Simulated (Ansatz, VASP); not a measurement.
## MnO: VASP beside Ansatz

INCAR

```
ALGO = Normal
EDIFF = 1E-7
ENCUT = 520
GGA = PE
ISIF = 2
ISMEAR = -1
ISPIN = 2
LASPH = True
LCHARG = True
LELF = True
LMAXMIX = 4
LORBIT = 11
LREAL = False
LVHAR = True
LWAVE = False
MAGMOM = 4 0
NBANDS = 20
NELM = 150
PREC = Accurate
SIGMA = 0.05
```

File KPOINTS:

```
k-points
0
Gamma
  16 16 16
```

Contents of POSCAR:

```
MnO
1.0
    0.0000000000      2.2220000000      2.1997800000
    2.2220000000      0.0000000000      2.1997800000
    2.2220000000      2.2220000000      0.0000000000
Mn O
1 1
Direct
    0.0000000000      0.0000000000      0.0000000000
    0.5000000000      0.5000000000      0.5000000000
```

Input for Ansatz:

```yaml
crystal:
  lattice:
    - [0.0, 2.222, 2.19978]
    - [2.222, 0.0, 2.19978]
    - [2.222, 2.222, 0.0]
  atoms:
    - { symbol: Mn, position: [0.0, 0.0, 0.0], spin: 4.0 }
    - { symbol: O, position: [0.5, 0.5, 0.5] }
magnetization:
  spin_polarized: true
kpoints:
  mp_grid: { grid: [16, 16, 16] }
  band_path:
    path:
      - [0.0, 0.0, 0.0]
      - [0.0, 0.5, 0.5]
      - [0.25, 0.75, 0.5]
      - [0.0, 0.5, 0.0]
      - [0.0, 0.0, 0.0]
      - [0.5, 0.5, 0.0]
      - [0.3775380063, 0.6224619937, 0.0]
      - [-0.3775380063, 0.3775380063, 0.0]
      - [0.0, 0.0, 0.0]
    npoints: 5
scf:
  occupations: { method: fermi_dirac, width: 0.05 }
hamiltonian:
  xc: pbe
  pseudopotentials: { kind: all_electron, lapw: { basis_error: 0.00025 } }
output:
  forces: true
  stress: true
  eigenvalues: true
```

Change from the starting cell: zz strain of -1 %.

Alike in both runs: task single point; functional PBE; k mesh 16 × 16 × 16; occupations fermi-dirac, width 0.05 eV; collinear spin.

```csv
,VASP,Ansatz
version,VASP 6.6.1,Ansatz 0.2.0
potentials or method,"VASP PAW PBE potentials, release 64 (Mn_pv, O), cutoff 520 eV","all-electron LAPW, scalar-relativistic"
```

|  | VASP | Ansatz | Ansatz less VASP |
| --- | --- | --- | --- |
| pressure (GPa) | 1.2 | 1.0 | -0.18 |
| traceless stress, the component that is largest in VASP (GPa) | -0.06 | -0.10 | -0.041 |
| net moment per atom (μB) | 2.37 | 2.37 | 0.000 |
| size of the moment on the site where the two differ most (μB) | 0.20 | 0.23 | +0.029 |

Site moments also hang on the region over which each program counts them. Ansatz ran all-electron here, and VASP with PAW potentials.
